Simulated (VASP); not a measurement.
Set up this calculation in VASP 6.6.1, as the native input.

```
Task                   : single point
Functional             : PBEsol
Potentials or basis    : VASP PAW PBE potentials, release 64 (Zn)
Cutoff                 : 520 eV
k mesh                 : 22 × 22 × 22
Occupations            : gaussian, width 0.15 eV
Spin                   : no spin polarisation
Dipole correction      : no
Further INCAR settings : ALGO = Fast; EDIFF = 1e-06; NBANDS = 12
```

The structure of Zn lies in POSCAR:

```
Zn
1.0
   -1.9196818983      1.5418031174      1.5418031174
    1.5418031174     -1.9196818983      1.5418031174
    1.5418031174      1.5418031174     -1.9196818983
Zn
1
Direct
    0.0000000000      0.0000000000      0.0000000000
```

These files were run (other wordings do the same):

INCAR

```
SYSTEM = Zn
  ALGO = Fast
  EDIFF = 1E-6
  ENCUT = 520
  GGA = PS
  ISIF = 2
  ISMEAR = 0
  LASPH = .True.
  LCHARG = .True.
  LELF = .True.
  LREAL = .False.
  LVHAR = .True.
  LWAVE = .False.
  NBANDS = 12
  NELM = 100
  PREC = Accurate
  SIGMA = 0.15
```

KPOINTS

```
k-points
0
Gamma
  22 22 22
  0 0 0
```

Potentials or basis: VASP PAW PBE potentials, release 64 (Zn).

Launch:

```bash
$ cat potpaw_PBE.64/Zn/POTCAR > POTCAR
$ mpirun -np 1 vasp_std > vasp.out
```

It gave:

```yaml
Pressure: 38.4 GPa
Band_gap_on_the_k_mesh: zero (band 6 reaches 7.00 eV, above the bottom of band 7 at 0.20 eV)
```

Caveat: the PAW data sets were made with another functional, which shifts forces and pressure a little.

Wall time 70 s on 1 thread of Intel(R) Xeon(R) 6975P-C (Granite Rapids) (shared host), peak memory 0.27 GiB.
